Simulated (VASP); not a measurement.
# Y2Si3O (P-3m1) in VASP: relaxation of cell and atoms with PBE

Aim: the relaxation of cell and atoms of Y2Si3O with PBE.

Program: VASP 6.6.1. These are calculated values, not measurements. Logs are shortened: lines on timing, memory, paths and dates and some standing lists are left out, and cuts for length are marked.

## Step 1: The cell of the first run

It takes space group P-3m1 (No. 164, trigonal). The conventional cell has a = 4.016 Å, b = 4.016 Å, c = 7.373 Å, α = 90.00°, β = 90.00°, γ = 120.00°. Within 3.5 Å of Y (site symmetry 3m) lie 3 O at 2.65 Å and 7 Si at 2.89 to 3.33 Å and 3 Y at 3.47 Å. Si (site symmetry 3m) has 6 Si at 2.42 to 2.68 Å and 4 Y at 2.89 to 3.07 Å within 3.2 Å. Within 3.2 Å of Si (site symmetry -3m) lie 6 Si at 2.42 Å. Within 3.5 Å of O (site symmetry -3m) lie 6 Y at 2.65 Å.

The cell was generated, and may not be a known phase.

## Step 2: Relaxation of cell and atoms, PBE

INCAR

```
SYSTEM = Y2Si3O
PREC     = Accurate       ! precision mode
ENCUT    = 600            ! plane-wave cutoff, eV
EDIFF    = 1E-7           ! SCF threshold, eV
ISMEAR   = 0              ! smearing method
SIGMA    = 0.1            ! smearing width, eV
LREAL    = .FALSE.        ! projectors in reciprocal space
LASPH    = .TRUE.         ! aspherical terms in the spheres
NELM     = 80             ! most SCF steps
ALGO     = Normal         ! electronic algorithm
ISIF     = 3              ! what is computed and relaxed
LWAVE    = .FALSE.        ! write WAVECAR
LCHARG   = .FALSE.        ! write CHGCAR
GGA      = PE             ! functional
IBRION   = 2              ! ionic algorithm
NSW      = 100            ! ionic steps
EDIFFG   = -0.01          ! ionic threshold
```

KPOINTS

```
Automatic mesh
0
G
  12 12 6
  0 0 0
```

POSCAR

```
Y2Si3O
1.0
    4.0157948723      0.0000000000      0.0000000000
   -2.0078974362      3.4777803758      0.0000000000
    0.0000000000      0.0000000000      7.3727453467
Y Si O
2 3 1
Direct
    0.6666666667      0.3333333333      0.8247862935
    0.3333333333      0.6666666667      0.1752137065
    0.6666666667      0.3333333333      0.4082359413
    0.3333333333      0.6666666667      0.5917640587
    0.0000000000      0.0000000000      0.5000000000
    0.0000000000      0.0000000000      0.0000000000
```

Potentials or basis: VASP PAW PBE potentials, release 64 (Y_sv, Si, O).

Run with:

```bash
$ cat potpaw_PBE.64/Y_sv/POTCAR potpaw_PBE.64/Si/POTCAR potpaw_PBE.64/O/POTCAR > POTCAR
$ mpirun -np 1 vasp_std > vasp.out
```

OUTCAR:

```text
SYSTEM = Y2Si3O
   PREC = Accurate
   ENCUT = 600
   EDIFF = 1E-7
   ISMEAR = 0
   LREAL = .FALSE.
   LASPH = .TRUE.
   NELM = 80
   ISIF = 3
   GGA = PE
   IBRION = 2
   NSW = 100
   EDIFFG = -0.01

 ion  position               nearest neighbor table
   1  0.667  0.333  0.825-   6 2.65   6 2.65   6 2.65   4 2.89   4 2.89   4 2.89   3 3.07   5 3.33
                             5 3.33   5 3.33   2 3.47   2 3.47   2 3.47
   2  0.333  0.667  0.175-   6 2.65   6 2.65   6 2.65   3 2.89   3 2.89   3 2.89   4 3.07   5 3.33
                             5 3.33   5 3.33   1 3.47   1 3.47   1 3.47
   3  0.667  0.333  0.408-   5 2.42   5 2.42   5 2.42   4 2.68   4 2.68   4 2.68   2 2.89   2 2.89
                             2 2.89   1 3.07
   4  0.333  0.667  0.592-   5 2.42   5 2.42   5 2.42   3 2.68   3 2.68   3 2.68   1 2.89   1 2.89
                             1 2.89   2 3.07
   5  0.000  0.000  0.500-   3 2.42   4 2.42   3 2.42   4 2.42   3 2.42   4 2.42   1 3.33   2 3.33
                             2 3.33   1 3.33   1 3.33   2 3.33
   6  0.000  0.000  0.000-   1 2.65   2 2.65   1 2.65   2 2.65   1 2.65   2 2.65

  LATTYP: Found a hexagonal cell.
 ALAT       =     4.0157948723
 C/A-ratio  =     1.8359367401

  Lattice vectors:

 A1 = (   4.0157948723,   0.0000000000,   0.0000000000)
 A2 = (  -2.0078974362,   3.4777803758,   0.0000000000)
 A3 = (   0.0000000000,   0.0000000000,   7.3727453467)

Analysis of symmetry for initial positions (statically):
=====================================================================
 Subroutine PRICEL returns:
 Original cell was already a primitive cell.

 Routine SETGRP: Setting up the symmetry group for a
 hexagonal supercell.

 Subroutine GETGRP returns: Found 12 space group operations
 (whereof 12 operations were pure point group operations)
 out of a pool of 24 trial point group operations.

The static configuration has the point symmetry D_3d.

Analysis of symmetry for dynamics (positions and initial velocities):
=====================================================================
 Subroutine PRICEL returns:
 Original cell was already a primitive cell.

 Routine SETGRP: Setting up the symmetry group for a
 hexagonal supercell.

 Subroutine GETGRP returns: Found 12 space group operations
 (whereof 12 operations were pure point group operations)
 out of a pool of 24 trial point group operations.

The dynamic configuration has the point symmetry D_3d.

 Subroutine INISYM returns: Found 12 space group operations
 (whereof 12 operations are pure point group operations),
 and found     1 'primitive' translations

----------------------------------------------------------------------------------------

                                     Primitive cell

  volume of cell :     102.9681

  direct lattice vectors                    reciprocal lattice vectors
     4.015794872  0.000000000  0.000000000     0.249016703  0.143769861  0.000000000
    -2.007897436  3.477780376  0.000000000     0.000000000  0.287539721  0.000000000
     0.000000000  0.000000000  7.372745347     0.000000000  0.000000000  0.135634686

  length of vectors
     4.015794872  4.015794872  7.372745347     0.287539721  0.287539721  0.135634686

  position of ions in fractional coordinates (direct lattice)
     0.666666667  0.333333333  0.824786293
     0.333333333  0.666666667  0.175213707
     0.666666667  0.333333333  0.408235941
     0.333333333  0.666666667  0.591764059
     0.000000000  0.000000000  0.500000000
     0.000000000  0.000000000  0.000000000

  ion indices of the primitive-cell ions
   primitive index   ion index
                 1           1
                 2           2
                 3           3
                 4           4
                 5           5
                 6           6

----------------------------------------------------------------------------------------

 KPOINTS: Automatic mesh

Automatic generation of k-mesh.
 Grid dimensions read from file:
 generate k-points for:   12   12    6

 Generating k-lattice:

  Cartesian coordinates                     Fractional coordinates (reciprocal lattice)
     0.020751392  0.011980822  0.000000000     0.083333333 -0.000000000  0.000000000
     0.000000000  0.023961643  0.000000000     0.000000000  0.083333333  0.000000000
     0.000000000  0.000000000  0.022605781     0.000000000  0.000000000  0.166666667

  Length of vectors
     0.023961643  0.023961643  0.022605781

  Shift w.r.t. Gamma in fractional coordinates (k-lattice)
     0.000000000  0.000000000  0.000000000

 Subroutine IBZKPT returns following result:
 ===========================================

 Found    100 irreducible k-points:

 Following reciprocal coordinates:
            Coordinates               Weight
  0.000000  0.000000  0.000000      1.000000
  0.083333  0.000000  0.000000      6.000000
  0.166667  0.000000  0.000000      6.000000
  0.250000  0.000000  0.000000      6.000000
  0.333333  0.000000  0.000000      6.000000
  0.416667  0.000000  0.000000      6.000000
[... 16 lines left out ...]
  0.166667  0.000000  0.166667      6.000000
  0.000000  0.166667  0.166667      6.000000
 [... further k-points ...]
   k-points           NKPTS =    100   k-points in BZ     NKDIM =    100   number of bands    NBANDS=     24
   number of dos      NEDOS =    301   number of ions     NIONS =      6
   total plane-waves  NPLWV =  61440
   dimension x,y,z NGX =    32 NGY =   32 NGZ =   60
   dimension x,y,z NGXF=    64 NGYF=   64 NGZF=  120
   ions per type =               2   3   1
   NGX,Y,Z   is equivalent  to a cutoff of  13.25, 13.25, 13.53 a.u.
   NGXF,Y,Z  is equivalent  to a cutoff of  26.49, 26.49, 27.06 a.u.
 SYSTEM =  Y2Si3O
   PREC   = accura    normal or accurate (medium, high low for compatibility)
   ISTART =      0    job   : 0-new  1-cont  2-samecut
   ICHARG =      2    charge: 1-file 2-atom 10-const
   ISPIN  =      1    spin polarized calculation?
   LNONCOLLINEAR =      F non collinear calculations
   LSORBIT =      F    spin-orbit coupling
   LASPH  =      T    aspherical Exc in radial PAW
   ENCUT  =  600.0 eV  44.10 Ry    6.64 a.u.   8.02  8.02 14.73*2*pi/ulx,y,z
   NELM   =     80;   NELMIN=  2; NELMDL= -5     # of ELM steps
   EDIFF  = 0.1E-06   stopping-criterion for ELM
   LREAL  =      F    real-space projection
   EDIFFG = -.1E-01   stopping-criterion for IOM
   NSW    =    100    number of steps for IOM
   IBRION =      2    ionic relax: 0-MD 1-quasi-New 2-CG
   NFREE  =      1    steps in history (QN), initial steepest desc. (CG)
   ISIF   =      3    stress and relaxation
   ISYM   =      2    0-nonsym 1-usesym 2-fastsym
   POTIM  = 0.5000    time-step for ionic-motion
   TEBEG  =    0.0;   TEEND  =   0.0 temperature during run
   PSTRESS=    0.0 pullay stress
   NELECT =      40.0000    total number of electrons
   NUPDOWN=      -1.0000    fix difference up-down
   EMIN   =  10.00;   EMAX   =-10.00  energy-range for DOS
   EFERMI =   0.00;   METHOD = LEGACY
   ISMEAR =     0;   SIGMA  =   0.10  broadening in eV -4-tet -1-fermi 0-gaus
   EFERMI_NEDOS =   21; number of points for ismear=-14 and -15
   IALGO  =     38    algorithm
   IMIX   =      4    mixing-type and parameters
     AMIX     =   0.40;   BMIX     =  1.00
     AMIX_MAG =   1.60;   BMIX_MAG =  1.00
  volume/ion in A,a.u.               =      17.16       115.81
  Fermi-wavevector in a.u.,A,eV,Ry     =   1.194521  2.257318 19.413893  1.426881
  Thomas-Fermi vector in A             =   2.330509
   LORBIT       =      0    0 simple, 1 ext, 2 COOP (PROOUT), +10 PAW based schemes
   GGA     = PE    functional components
   LHFCALC =     F    Hartree Fock is set to
   AEXX    =    0.0000 exact exchange contribution
   IVDW    =     0    specifies the selected vdW correction
   LEPSILON=     F    determine dielectric tensor
   LRPA    =     F    only Hartree local field effects (RPA)
 conjugate gradient relaxation of ions
 non-spin polarized calculation
 Gauss-broadening in eV      SIGMA  =   0.10
  energy-cutoff  :      600.00
  volume of cell :      102.97
 maximum number of plane-waves:      3456
   NGX = 17   NGY = 17   NGZ = 29

--------------------------------------- Ionic step        1  -------------------------------------------

 number of electron      39.9999998 magnetization

 Free energy of the ion-electron system (eV)
  ---------------------------------------------------
  ext. energy  EPLUGINS =         0.00000000
  ---------------------------------------------------
  free energy    TOTEN  =       -39.15909209 eV

  energy without entropy =      -39.14371091  energy(sigma->0) =      -39.15140150

------------------------ aborting loop because EDIFF is reached ----------------------------------------

  FORCE on cell =-STRESS in cart. coord.  units (eV):
  Direction    XX          YY          ZZ          XY          YZ          ZX
  --------------------------------------------------------------------------------------
  -------------------------------------------------------------------------------------
  Total        0.3544314      0.3544314     -0.7586952     -0.0000000      0.0000000     -0.0000000
  in kB        5.5149282      5.5149282    -11.8052447     -0.0000000      0.0000000     -0.0000000
  external PRESSURE =      -0.2584628 kB  Pullay stress =       0.0000000 kB
[... 265 lines left out ...]
  energy  without entropy=      -39.1545567438  energy(sigma->0) =      -39.16373578

--------------------------------------- Ionic step        8  -------------------------------------------

 number of electron      39.9999999 magnetization

 Free energy of the ion-electron system (eV)
  ---------------------------------------------------
  ext. energy  EPLUGINS =         0.00000000
  ---------------------------------------------------
  free energy    TOTEN  =       -39.17296118 eV

  energy without entropy =      -39.15458006  energy(sigma->0) =      -39.16377062

 E-fermi :   7.1843     XC(G=0): -10.6756

 val. band max:        7.1801589953   @ k =  -0.1667   0.5000   0.3333
 cond. band min:       7.1848727868   @ k =   0.4167   0.1667   0.3333
 fundamental gap:      0.0047137915
 Fermi energy:         7.1842726148

 k-point     1 :       0.0000    0.0000    0.0000
  band No.  band energies     occupation
      1     -36.1426      2.00000
      2     -36.0952      2.00000
      3     -16.4270      2.00000
      4     -16.0888      2.00000
      5     -16.0888      2.00000
      6     -16.0555      2.00000
[... 637 lines left out ...]
     23       7.9714      0.00000
     24       8.5446      0.00000

 [... further k-points ...]

------------------------ aborting loop because EDIFF is reached ----------------------------------------

  FORCE on cell =-STRESS in cart. coord.  units (eV):
  Direction    XX          YY          ZZ          XY          YZ          ZX
  --------------------------------------------------------------------------------------
  -------------------------------------------------------------------------------------
  Total        0.0108844      0.0108844      0.0152979     -0.0000000      0.0000000      0.0000000
  in kB        0.1690441      0.1690441      0.2375899     -0.0000000      0.0000000      0.0000000
  external PRESSURE =       0.1918927 kB  Pullay stress =       0.0000000 kB
[... 21 lines left out ...]
  FREE ENERGIE OF THE ION-ELECTRON SYSTEM (eV)
  ---------------------------------------------------
  free  energy   TOTEN  =       -39.1729611811 eV

  energy  without entropy=      -39.1545800630  energy(sigma->0) =      -39.16377062

 reached required accuracy - stopping structural energy minimisation
```

Run time: 37 min. Hardware: 1 thread of Intel Xeon 8259CL, shared host; peak memory 0.48 GiB.

What came out:

* Free energy: -39.1730 eV
* Relaxed volume: 17.19 Å³/atom
* Relaxed cell: a = 4.034 Å, b = 4.034 Å, c = 7.319 Å, α = 90.00°, β = 90.00°, γ = 120.00°
* Space group after relaxing (to 0.1 Å): P-3m1 (No. 164)
* Energy gained by relaxing: 2.3 meV/atom
* Ionic steps: 8
* Pressure after relaxing: 0.0 GPa
* Largest force after relaxing: 0.008 eV/Å
* Band gap on the k mesh: zero (bands 20 and 21 overlap by 1.43 eV)

Forces in eV/Å, atoms in the order of the input:
```
Y    0.000  0.000 -0.008
Y    0.000  0.000  0.008
Si   0.000  0.000 -0.004
Si   0.000  0.000  0.004
Si   0.000  0.000  0.000
O    0.000  0.000  0.000
```

Step by step:
| step | energy change (eV) | largest force (eV/Å) | pressure (GPa) | volume (Å³) |
| --- | --- | --- | --- | --- |
| 1 | 0.0000 | 0.2073 | -0.03 | 102.97 |
| 2 | -0.0094 | 0.1496 | 0.04 | 102.92 |
| 3 | -0.0118 | 0.0959 | 0.10 | 102.89 |
| 4 | -0.0132 | 0.0510 | 0.00 | 103.07 |
| 5 | -0.0138 | 0.0189 | -0.11 | 103.29 |
| 6 | -0.0138 | 0.0188 | -0.11 | 103.28 |
| 7 | -0.0138 | 0.0084 | 0.13 | 103.06 |
| 8 | -0.0139 | 0.0084 | 0.02 | 103.16 |

Final structure:
```
Y Si O
1.0
     4.03421    0.00000    0.00000
    -2.01710    3.49373    0.00000
     0.00000    0.00000    7.31928
Y Si O
2 3 1
Direct
  0.66667 0.33333 0.82262
  0.33333 0.66667 0.17738
  0.66667 0.33333 0.41274
  0.33333 0.66667 0.58726
  0.00000 0.00000 0.50000
  0.00000 0.00000 0.00000
```
